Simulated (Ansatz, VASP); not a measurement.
MnS: VASP beside Ansatz

```
Mn S
1.0
     0.00000    2.61180    2.61180
     2.61180    0.00000    2.61180
     5.22360    5.22360    0.00000
Mn S
2 2
Direct
  0.00000 0.00000 0.00000
  0.00000 0.00000 0.50000
  0.50000 0.50000 0.25000
  0.50000 0.50000 0.75000
```

Alike in both runs: task single point; functional PBE; k mesh 6 × 6 × 3; occupations fermi-dirac, width 0.05 eV; collinear spin.

|  | VASP | Ansatz |
| --- | --- | --- |
| version | VASP 6.6.1 | Ansatz 0.2.0 |
| potentials or method | VASP PAW PBE potentials, release 64 (Mn_pv, S), cutoff 520 eV | PAW, plane waves, scalar-relativistic |
| valence electrons in the cell | 38 | 42 |

|  | VASP | Ansatz | Ansatz less VASP |
| --- | --- | --- | --- |
| pressure (GPa) | -4.0 | -4.0 | +0.01 |
| net moment per atom (μB) | 2.34 | 2.34 | 0.000 |
| size of the moment on the site where the two differ most (μB) | 4.24 | 4.20 | -0.043 |

Site moments also hang on the region over which each program counts them. VASP's potentials hold 38 valence electrons a cell and Ansatz's 42, so a difference there can come from the potentials and not from the codes. Ansatz's warnings: no starting moments.
